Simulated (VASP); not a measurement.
Crystal: Pt.

```
CELL_PARAMETERS angstrom
4.94280 0.00000 0.00000
0.00000 4.94280 0.00000
0.00000 0.00000 4.94280
ATOMIC_POSITIONS crystal
Pt 0.00000 0.00000 0.00000
Pt 0.50000 0.50000 0.50000
Pt 0.25000 0.00000 0.50000
Pt 0.75000 0.00000 0.50000
Pt 0.50000 0.25000 0.00000
Pt 0.50000 0.75000 0.00000
Pt 0.00000 0.50000 0.25000
Pt 0.00000 0.50000 0.75000
```

| Property | Result |
| --- | --- |
| Program | VASP 6.6.1 |
| Task | relaxation of cell and atoms |
| Functional | BLYP |
| Potentials or basis | VASP PAW PBE potentials, release 64 (Pt) |
| Cutoff | 600 eV |
| k mesh | 5 × 5 × 5 |
| Occupations | fermi-dirac, width 0.1 eV |
| Spin | no spin polarisation |

At the start: pressure 37.1 GPa; volume 15.09 Å³/atom.

Q: How do energy, volume and symmetry change on relaxing?

A: Over 5 steps the energy falls by 226.9 meV/atom and the volume is 17.37 Å³/atom (+15.1 %); space group Pm-3n (No. 223, to 0.05 Å).

The path:
| step | energy change (eV) | largest force (eV/Å) | pressure (GPa) | volume (Å³) |
| --- | --- | --- | --- | --- |
| 1 | 0.0000 | 0.0000 | 37.10 | 120.76 |
| 2 | 3.7819 | 0.0000 | -22.86 | 192.72 |
| 3 | -1.7903 | 0.0000 | -3.08 | 141.52 |
| 4 | -1.8138 | 0.0000 | -0.77 | 139.59 |
| 5 | -1.8152 | 0.0000 | 0.01 | 138.98 |

Final structure:
```yaml
crystal:
  lattice:
    - [5.17982, 0.00000, 0.00000]
    - [0.00000, 5.17982, 0.00000]
    - [0.00000, 0.00000, 5.17982]
  atoms:
    - { symbol: Pt, position: [0.00000, 0.00000, 0.00000] }
    - { symbol: Pt, position: [0.50000, 0.50000, 0.50000] }
    - { symbol: Pt, position: [0.25000, 0.00000, 0.50000] }
    - { symbol: Pt, position: [0.75000, 0.00000, 0.50000] }
    - { symbol: Pt, position: [0.50000, 0.25000, 0.00000] }
    - { symbol: Pt, position: [0.50000, 0.75000, 0.00000] }
    - { symbol: Pt, position: [0.00000, 0.50000, 0.25000] }
    - { symbol: Pt, position: [0.00000, 0.50000, 0.75000] }
```

Caveat: the volume moved by over 15 % at a fixed basis, so the end points are rough; the PAW data sets were made with another functional, which shifts forces and pressure a little.
